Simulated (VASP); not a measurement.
Runs of VASP 6.6.1 on FeO. The structure is that of space group Pm-3m (No. 221), or close to it. The cells are those of the table. 

| task | cell | k mesh | cutoff (eV) | gap on the mesh (eV) | pressure (GPa) | moment (μB) |
| --- | --- | --- | --- | --- | --- | --- |
| single point | a = 2.650 Å, 2 atoms | 20 × 20 × 20 | 520 | none | -0.1 | 4.00 |
| relaxation of cell and atoms | relaxed from a = 2.783 Å, 2 atoms | 6 × 6 × 6 | 600 | none | 0.0 | 4.00 |
| single point | a = 2.648, b = 2.648, c = 2.651 Å, 2 atoms | 6 × 6 × 6 | 520 | none | -0.1 | 4.00 |
| single point | a = 2.649 Å, 2 atoms | 6 × 6 × 6 | 520 | none | -0.2 | 4.00 |
| single point | a = 2.783 Å, 2 atoms | 6 × 6 × 6 | 520 | none | -20.9 | (a) |

Alike in all rows: level PBE; potentials or basis VASP PAW PBE potentials, release 64 (Fe, O); spin collinear, ferromagnetic start; smearing gaussian 0.1 eV.

Task: Fill in the values left out.

Result: (a) 4.01.

Caveats: some runs use coarse meshes; a cell with one magnetic atom can't hold antiferromagnetic order, which such compounds often take; semilocal functionals often make such compounds metallic where correlation or magnetic order opens a gap, which also shifts bond lengths.

A gap of «none» marks levels without a gap at the run's occupations.
